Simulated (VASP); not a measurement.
The system is Ni.

```
Ni
1.0
     0.00000    2.27759    2.27759
     2.27759    0.00000    2.27759
     2.27759    2.27759    0.00000
Ni
2
Direct
  0.00000 0.00000 0.00000
  0.50000 0.50000 0.50000
```

This isn't the form of Ni at room conditions, which is fcc.

| Item | Value |
| --- | --- |
| Program | VASP 6.6.1 |
| Task | relaxation of cell and atoms |
| Functional | BLYP |
| Potentials or basis | VASP PAW PBE potentials, release 64 (Ni) |
| Cutoff | 600 eV |
| k mesh | 12 × 12 × 12 |
| Occupations | fermi-dirac, width 0.05 eV |
| Spin | collinear spin, antiferromagnetic start |
| Starting moments | [0.8, -0.8] μB |

At the start: pressure 18.1 GPa; volume 11.81 Å³/atom.

Task: How do energy, volume and symmetry change on relaxing?

Result: Over 3 steps the energy falls by 71.5 meV/atom and the volume is 13.22 Å³/atom (+11.9 %); space group Pm-3m (No. 221, to 0.1 Å) before and after; moment 0.00 μB per cell.

Step by step:
| step | energy change (eV) | largest force (eV/Å) | pressure (GPa) | volume (Å³) |
| --- | --- | --- | --- | --- |
| 1 | 0.0000 | 0.0000 | 18.14 | 23.63 |
| 2 | -0.0887 | 0.0000 | -7.92 | 28.51 |
| 3 | -0.1430 | 0.0000 | -0.11 | 26.45 |

Final structure:
```yaml
crystal:
  lattice:
    - [0.00000, 2.36476, 2.36476]
    - [2.36476, 0.00000, 2.36476]
    - [2.36476, 2.36476, 0.00000]
  atoms:
    - { symbol: Ni, position: [0.00000, 0.00000, 0.00000] }
    - { symbol: Ni, position: [0.50000, 0.50000, 0.50000] }
```

Caveat: the moments typed at the start vanished in this run; the PAW data sets were made with another functional, which shifts forces and pressure a little.
